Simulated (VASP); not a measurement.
# Au (P6_3/mmc) in VASP: further runs

Runs on Au. Level: PBEsol+D4. Tasks: single point.

Everything below comes from runs of VASP 6.6.1. Logs are shortened: lines on timing, memory, paths and dates and some standing lists are left out, and cuts for length are marked.

**1. The cell of the first run**

It takes space group P6_3/mmc (No. 194, hexagonal). The conventional cell has a = 2.900 Å, b = 2.900 Å, c = 4.880 Å, α = 90.00°, β = 90.00°, γ = 120.00°. Au (site symmetry -6m2) has 12 Au at 2.90 to 2.96 Å within 3.8 Å.

**2. Single point, PBEsol+D4**

Contents of INCAR:

```
SYSTEM = Au
PREC = Accurate ; ENCUT = 500
EDIFF = 1E-6 ; ISMEAR = -1
SIGMA = 0.1 ; LREAL = .False.
LASPH = .True. ; NELM = 120
ALGO = Normal ; ISIF = 2
LWAVE = .False. ; LCHARG = .False.
GGA = PS ; IVDW = 13
NBANDS = 18 ; GGA_COMPAT = .False.
```

Contents of KPOINTS:

```
Automatic mesh
0
Gamma
  13 13 7
  0 0 0
```

Contents of POSCAR:

```
Au
1.0
    2.9000000000      0.0000000000      0.0000000000
   -1.4500000000      2.5114736700      0.0000000000
    0.0000000000      0.0000000000      4.8800000000
Au
2
Direct
    0.3333333300      0.6666666700      0.7500000000
    0.6666666700      0.3333333300      0.2500000000
```

Potentials or basis: VASP PAW PBE potentials, release 64 (Au).

Command:

```
$ cat potpaw_PBE.64/Au/POTCAR > POTCAR
$ mpirun -np 1 vasp_std > vasp.out
```

OUTCAR:

```text
SYSTEM = Au
   PREC = Accurate
   ENCUT = 500
   EDIFF = 1E-6
   ISMEAR = -1
   LREAL = .False.
   LASPH = .True.
   NELM = 120
   ISIF = 2
   GGA = PS
   IVDW = 13

 ion  position               nearest neighbor table
   1  0.333  0.667  0.750-   2 2.96   2 2.96   2 2.96   2 2.96   2 2.96   2 2.96
   2  0.667  0.333  0.250-   1 2.96   1 2.96   1 2.96   1 2.96   1 2.96   1 2.96

  LATTYP: Found a hexagonal cell.
 ALAT       =     2.9000000000
 C/A-ratio  =     1.6827586207

  Lattice vectors:

 A1 = (   2.9000000000,   0.0000000000,   0.0000000000)
 A2 = (  -1.4500000000,   2.5114736700,   0.0000000000)
 A3 = (   0.0000000000,   0.0000000000,   4.8800000000)

Analysis of symmetry for initial positions (statically):
=====================================================================
 Subroutine PRICEL returns:
 Original cell was already a primitive cell.

 Routine SETGRP: Setting up the symmetry group for a
 hexagonal supercell.

 Subroutine GETGRP returns: Found 24 space group operations
 (whereof 12 operations were pure point group operations)
 out of a pool of 24 trial point group operations.

The static configuration has the point symmetry D_3d.
 The point group associated with its full space group is D_6h.

Analysis of symmetry for dynamics (positions and initial velocities):
=====================================================================
 Subroutine PRICEL returns:
 Original cell was already a primitive cell.

 Routine SETGRP: Setting up the symmetry group for a
 hexagonal supercell.

 Subroutine GETGRP returns: Found 24 space group operations
 (whereof 12 operations were pure point group operations)
 out of a pool of 24 trial point group operations.

The dynamic configuration has the point symmetry D_3d.
 The point group associated with its full space group is D_6h.

 Subroutine INISYM returns: Found 24 space group operations
 (whereof 12 operations are pure point group operations),
 and found     1 'primitive' translations

----------------------------------------------------------------------------------------

                                     Primitive cell

  volume of cell :      35.5424

  direct lattice vectors                    reciprocal lattice vectors
     2.900000000  0.000000000  0.000000000     0.344827586  0.199086300  0.000000000
    -1.450000000  2.511473670  0.000000000     0.000000000  0.398172600  0.000000000
     0.000000000  0.000000000  4.880000000     0.000000000  0.000000000  0.204918033

  length of vectors
     2.900000000  2.899999999  4.880000000     0.398172599  0.398172600  0.204918033

  position of ions in fractional coordinates (direct lattice)
     0.333333330  0.666666670  0.750000000
     0.666666670  0.333333330  0.250000000

  ion indices of the primitive-cell ions
   primitive index   ion index
                 1           1
                 2           2

----------------------------------------------------------------------------------------

 KPOINTS: Automatic mesh

Automatic generation of k-mesh.
 Grid dimensions read from file:
 generate k-points for:   13   13    7

 Generating k-lattice:

  Cartesian coordinates                     Fractional coordinates (reciprocal lattice)
     0.026525199  0.015314331  0.000000000     0.076923077 -0.000000000  0.000000000
     0.000000000  0.030628662  0.000000000     0.000000000  0.076923077  0.000000000
     0.000000000  0.000000000  0.029274005     0.000000000  0.000000000  0.142857143

  Length of vectors
     0.030628661  0.030628662  0.029274005

  Shift w.r.t. Gamma in fractional coordinates (k-lattice)
     0.000000000  0.000000000  0.000000000

 Subroutine IBZKPT returns following result:
 ===========================================

 Found     84 irreducible k-points:

 Following reciprocal coordinates:
            Coordinates               Weight
  0.000000  0.000000  0.000000      1.000000
  0.076923 -0.000000  0.000000      6.000000
  0.153846  0.000000  0.000000      6.000000
  0.230769 -0.000000  0.000000      6.000000
  0.307692  0.000000  0.000000      6.000000
  0.384615 -0.000000  0.000000      6.000000
[... 16 lines left out ...]
  0.076923 -0.000000  0.142857     12.000000
  0.153846  0.000000  0.142857     12.000000
 [... further k-points ...]
   k-points           NKPTS =     84   k-points in BZ     NKDIM =     84   number of bands    NBANDS=     18
   number of dos      NEDOS =    301   number of ions     NIONS =      2
   total plane-waves  NPLWV =  20736
   dimension x,y,z NGX =    24 NGY =   24 NGZ =   36
   dimension x,y,z NGXF=    48 NGYF=   48 NGZF=   72
   ions per type =               2
   NGX,Y,Z   is equivalent  to a cutoff of  13.76, 13.76, 12.26 a.u.
   NGXF,Y,Z  is equivalent  to a cutoff of  27.52, 27.52, 24.53 a.u.
 SYSTEM =  Au
   PREC   = accura    normal or accurate (medium, high low for compatibility)
   ISTART =      0    job   : 0-new  1-cont  2-samecut
   ICHARG =      2    charge: 1-file 2-atom 10-const
   ISPIN  =      1    spin polarized calculation?
   LNONCOLLINEAR =      F non collinear calculations
   LSORBIT =      F    spin-orbit coupling
   LASPH  =      T    aspherical Exc in radial PAW
   ENCUT  =  500.0 eV  36.75 Ry    6.06 a.u.   5.29  5.29  8.90*2*pi/ulx,y,z
   NELM   =    120;   NELMIN=  2; NELMDL= -5     # of ELM steps
   EDIFF  = 0.1E-05   stopping-criterion for ELM
   LREAL  =      F    real-space projection
   EDIFFG = 0.1E-04   stopping-criterion for IOM
   NSW    =      0    number of steps for IOM
   IBRION =     -1    ionic relax: 0-MD 1-quasi-New 2-CG
   NFREE  =      0    steps in history (QN), initial steepest desc. (CG)
   ISIF   =      2    stress and relaxation
   ISYM   =      2    0-nonsym 1-usesym 2-fastsym
   POTIM  = 0.5000    time-step for ionic-motion
   TEBEG  =    0.0;   TEEND  =   0.0 temperature during run
   PSTRESS=    0.0 pullay stress
   NELECT =      22.0000    total number of electrons
   NUPDOWN=      -1.0000    fix difference up-down
   EMIN   =  10.00;   EMAX   =-10.00  energy-range for DOS
   EFERMI =   0.00;   METHOD = LEGACY
   ISMEAR =    -1;   SIGMA  =   0.10  broadening in eV -4-tet -1-fermi 0-gaus
   EFERMI_NEDOS =   21; number of points for ismear=-14 and -15
   IALGO  =     38    algorithm
   IMIX   =      4    mixing-type and parameters
     AMIX     =   0.40;   BMIX     =  1.00
     AMIX_MAG =   1.60;   BMIX_MAG =  1.00
  volume/ion in A,a.u.               =      17.77       119.93
  Fermi-wavevector in a.u.,A,eV,Ry     =   1.395191  2.636528 26.484517  1.946557
  Thomas-Fermi vector in A             =   2.518667
   LORBIT       =      0    0 simple, 1 ext, 2 COOP (PROOUT), +10 PAW based schemes
   GGA     = PS    functional components
   LHFCALC =     F    Hartree Fock is set to
   AEXX    =    0.0000 exact exchange contribution
   IVDW    =    13    specifies the selected vdW correction
   LEPSILON=     F    determine dielectric tensor
   LRPA    =     F    only Hartree local field effects (RPA)
 non-spin polarized calculation
  energy-cutoff  :      500.00
  volume of cell :       35.54
 maximum number of plane-waves:       915
 NGX is ok and might be reduce to    24
   NGX = 11   NGY = 11   NGZ = 17

 number of electron      22.0000001 magnetization

 Free energy of the ion-electron system (eV)
  ---------------------------------------------------
  ext. energy  EPLUGINS =         0.00000000
  ---------------------------------------------------
  free energy    TOTEN  =        -7.82371181 eV

  energy without entropy =       -7.80805265  energy(sigma->0) =       -7.81588223

 E-fermi :   8.4747     XC(G=0): -12.6374

 val. band max:        8.4232638300   @ k =   0.0769  -0.0000   0.0000
 cond. band min:       8.4759633468   @ k =   0.2308   0.0769   0.2857
 fundamental gap:      0.0526995168
 Fermi energy:         8.4747229134

 k-point     1 :       0.0000    0.0000    0.0000
  band No.  band energies     occupation
      1      -0.8913      2.00000
      2       1.5395      2.00000
      3       3.9515      2.00000
      4       4.2321      2.00000
      5       4.2321      2.00000
      6       4.5206      2.00000
[... 10 lines left out ...]
     17      26.6692      0.00000
     18      26.6692      0.00000

 k-point     2 :       0.0769   -0.0000    0.0000
  band No.  band energies     occupation
      1      -0.7100      2.00000
      2       1.6891      2.00000
      3       3.8951      2.00000
      4       4.2757      2.00000
      5       4.3506      2.00000
      6       4.4599      2.00000
[... 10 lines left out ...]
     17      25.7245      0.00000
     18      26.2184      0.00000

 k-point     3 :       0.1538    0.0000    0.0000
  band No.  band energies     occupation
      1      -0.1890      2.00000
      2       2.0775      2.00000
      3       3.7344      2.00000
      4       4.2407      2.00000
      5       4.5210      2.00000
      6       4.5485      2.00000
[... 10 lines left out ...]
     17      25.0337      0.00000
     18      26.0223      0.00000

 k-point     4 :       0.2308   -0.0000    0.0000
  band No.  band energies     occupation
      1       0.5844      2.00000
      2       2.4367      2.00000
      3       3.7096      2.00000
      4       3.8125      2.00000
      5       4.0770      2.00000
      6       4.7209      2.00000
[... 10 lines left out ...]
     17      25.1398      0.00000
     18      25.4709      0.00000

 k-point     5 :       0.3077    0.0000    0.0000
  band No.  band energies     occupation
      1       1.3907      2.00000
      2       2.4185      2.00000
      3       3.2260      2.00000
      4       3.9790      2.00000
      5       4.2044      2.00000
      6       4.5141      2.00000
[... 10 lines left out ...]
     17      22.6200      0.00000
     18      24.7616      0.00000

 k-point     6 :       0.3846   -0.0000    0.0000
  band No.  band energies     occupation
      1       1.8906      2.00000
      2       2.2391      2.00000
      3       2.8223      2.00000
      4       4.3032      2.00000
      5       4.3569      2.00000
      6       4.5123      2.00000
[... 10 lines left out ...]
     17      21.2034      0.00000
     18      23.8815      0.00000

 k-point     7 :       0.4615    0.0000    0.0000
  band No.  band energies     occupation
      1       2.0489      2.00000
      2       2.1121      2.00000
      3       2.6177      2.00000
      4       4.2725      2.00000
      5       4.4112      2.00000
      6       4.6127      2.00000
[... 10 lines left out ...]
     17      20.1366      0.00000
     18      23.4066      0.00000

 k-point     8 :       0.0769    0.0769    0.0000
  band No.  band energies     occupation
      1      -0.3577      2.00000
      2       1.9644      2.00000
      3       3.7665      2.00000
      4       4.3435      2.00000
      5       4.3840      2.00000
      6       4.5961      2.00000
[... 10 lines left out ...]
     17      25.4375      0.00000
     18      26.5024      0.00000
[... 229 lines left out ...]
     17      20.9263      0.00000
     18      21.3011      0.00000

 k-point    20 :       0.3846    0.2308    0.0000
  band No.  band energies     occupation
      1       2.7156      2.00000
      2       2.9264      2.00000
      3       2.9407      2.00000
      4       4.0482      2.00000
      5       4.0558      2.00000
      6       4.2528      2.00000
[... 10 lines left out ...]
     17      20.0317      0.00000
     18      20.9533      0.00000

 k-point    21 :       0.3077    0.3077    0.0000
  band No.  band energies     occupation
      1       2.7389      2.00000
      2       3.1189      2.00000
      3       3.2644      2.00000
      4       3.7480      2.00000
      5       4.0274      2.00000
      6       4.1957      2.00000
[... 10 lines left out ...]
     17      19.0323      0.00000
     18      19.7733      0.00000

 k-point    22 :       0.0000    0.0000    0.1429
  band No.  band energies     occupation
      1      -0.7298      2.00000
      2       1.5249      2.00000
      3       3.9154      2.00000
      4       4.1984      2.00000
      5       4.1984      2.00000
      6       4.4750      2.00000
[... 10 lines left out ...]
     17      26.5116      0.00000
     18      26.5116      0.00000

 k-point    23 :       0.0769   -0.0000    0.1429
  band No.  band energies     occupation
      1      -0.5501      2.00000
      2       1.6797      2.00000
      3       3.8883      2.00000
      4       4.1884      2.00000
      5       4.3091      2.00000
      6       4.3896      2.00000
[... 10 lines left out ...]
     17      25.7113      0.00000
     18      25.7349      0.00000

 k-point    24 :       0.1538    0.0000    0.1429
  band No.  band energies     occupation
      1      -0.0365      2.00000
      2       2.0851      2.00000
      3       3.7594      2.00000
      4       4.1169      2.00000
      5       4.2097      2.00000
      6       4.6009      2.00000
[... 10 lines left out ...]
     17      25.0003      0.00000
     18      25.4722      0.00000

 [... further k-points ...]

------------------------ aborting loop because EDIFF is reached ----------------------------------------

  DFT-D4 for vdW energy calculation

  Edisp (eV):   -0.76242

  FORCE on cell =-STRESS in cart. coord.  units (eV):
  Direction    XX          YY          ZZ          XY          YZ          ZX
  --------------------------------------------------------------------------------------
  -------------------------------------------------------------------------------------
  Total      -2.20843    -2.20843    -2.25864     0.00000     0.00000     0.00000
  in kB     -99.55164   -99.55164  -101.81491     0.00000     0.00000     0.00000
  external pressure =     -100.31 kB  Pullay stress =        0.00 kB

 VOLUME and BASIS-vectors are now :
 -----------------------------------------------------------------------------
  energy-cutoff  :      500.00
  volume of cell :       35.54
      direct lattice vectors                 reciprocal lattice vectors
     2.900000000  0.000000000  0.000000000     0.344827586  0.199086300  0.000000000
    -1.450000000  2.511473670  0.000000000     0.000000000  0.398172600  0.000000000
     0.000000000  0.000000000  4.880000000     0.000000000  0.000000000  0.204918033

 POSITION                                       TOTAL-FORCE (eV/Angst)
 -----------------------------------------------------------------------------------
     -0.00000      1.67432      3.66000         0.000000      0.000000      0.000000
      1.45000      0.83716      1.22000        -0.000000     -0.000000      0.000000
 -----------------------------------------------------------------------------------
    total drift:                               -0.000002      0.000001     -0.000000

  FREE ENERGIE OF THE ION-ELECTRON SYSTEM (eV)
  ---------------------------------------------------
  free  energy   TOTEN  =        -8.5861336920 eV

  energy  without entropy=       -8.5704745392  energy(sigma->0) =       -8.57830412
```

Run time: 56 s. Hardware: 1 thread of AMD EPYC 7R13, shared host; peak memory 0.15 GiB.

What came out:

```yaml
Free_energy: -8.5861 eV
Pressure: -10.0 GPa
Band_gap_on_the_k_mesh: zero (band 11 reaches 11.50 eV, above the bottom of band 12 at 6.15 eV)
Dispersion_energy_per_atom: -0.381 eV
```

Caveat: the PAW data sets were made with another functional, which shifts forces and pressure a little; spin-orbit coupling is left out, which moves the levels of the heavy elements; pairwise dispersion overbinds metals, which lowers pressure and volume.

(Part 1 of 2 ends here.)
